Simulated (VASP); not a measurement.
In: elastic constants with PBEsol

The system is In.

```
CELL_PARAMETERS angstrom
-1.88253 1.88253 1.88253
1.88253 -1.88253 1.88253
1.88253 1.88253 -1.88253
ATOMIC_POSITIONS crystal
In 0.00000 0.00000 0.00000
```

This isn't the form of In at room conditions, which is tetragonal.

```
Program                   : VASP 6.6.1
Task                      : elastic constants
Functional                : PBEsol
Potentials or basis       : VASP PAW PBE potentials, release 64 (In_d)
Cutoff                    : 600 eV
k mesh                    : 8 × 8 × 8
Occupations               : fermi-dirac, width 0.05 eV
Spin                      : no spin polarisation
Dipole correction         : no
Ions in elastic constants : relaxed
Further INCAR settings    : ALGO = Normal; EDIFF = 1e-08; IBRION = 6; POTIM = 0.015; NSW = 1; ISIF = 3
```

The elastic constants C11, C12, C44 are -38, 76, -40 GPa. The voigt bulk modulus is 38 GPa.

Elastic tensor in Voigt notation (GPa, in the Cartesian axes of the cell as first typed):
```
-38  76  76   0   0   0
 76 -38  76   0   0   0
 76  76 -38   0   0   0
  0   0   0 -40   0   0
  0   0   0   0 -40   0
  0   0   0   0   0 -40
```

Clamped-ion elastic tensor (GPa):
```
-38  76  76   0   0   0
 76 -38  76   0   0   0
 76  76 -38   0   0   0
  0   0   0 -40   0   0
  0   0   0   0 -40   0
  0   0   0   0   0 -40
```

Wall time 8.9 min on 1 thread of AMD EPYC 7R13, with other jobs on the host, peak memory 0.2 GiB.

Caveat: the cell is under stress, which shifts elastic constants; the elastic tensor has a negative eigenvalue, so either the cell is unstable as it stands or the mesh is too thin; the PAW data sets were made with another functional, which shifts forces and pressure a little.
